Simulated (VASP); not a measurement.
Input of a VASP 6.6.1 run:

File INCAR:

```
SYSTEM = Ga
  PREC = Accurate
  ENCUT = 520
  EDIFF = 1E-6
  ISMEAR = 0
  SIGMA = 0.1
  LREAL = .FALSE.
  LASPH = .TRUE.
  NELM = 60
  ALGO = Normal
  ISIF = 2
  LWAVE = .FALSE.
  LCHARG = .FALSE.
  LDIPOL = .TRUE.
  IDIPOL = 3
  DIPOL = 0.5 0.5 0.500
  GGA = PE
  NBANDS = 20
```

Contents of KPOINTS:

```
Automatic mesh
0
G
  6 6 1
  0 0 0
```

File POSCAR:

```
Ga
1.0
    2.8850210000      0.0000000000      0.0000000000
   -1.4425110000      2.4985020000      0.0000000000
    0.0000000000      0.0000000000     17.0000000000
Ga
2
Direct
    0.0000000000      0.0000000000      0.5790064100
    0.0000000000      0.0000000000      0.4209935900
```

Potentials or basis: VASP PAW PBE potentials, release 64 (Ga_d).

Run with:

```bash
$ cat potpaw_PBE.64/Ga_d/POTCAR > POTCAR
$ mpirun -np 1 vasp_std > vasp.out
```

Question: Estimate the band gap on the k mesh.

Answer: Zero (band 13 reaches -1.07 eV, above the bottom of band 14 at -2.53 eV).

Question: What does it give for the largest force?

Answer: 0.276 eV/Å.

Forces on the atoms (eV/Å):
```
Ga   0.000  0.000 -0.276
Ga   0.000  0.000  0.276
```

Caveat: the k points lie up to 0.42 Å⁻¹ apart.
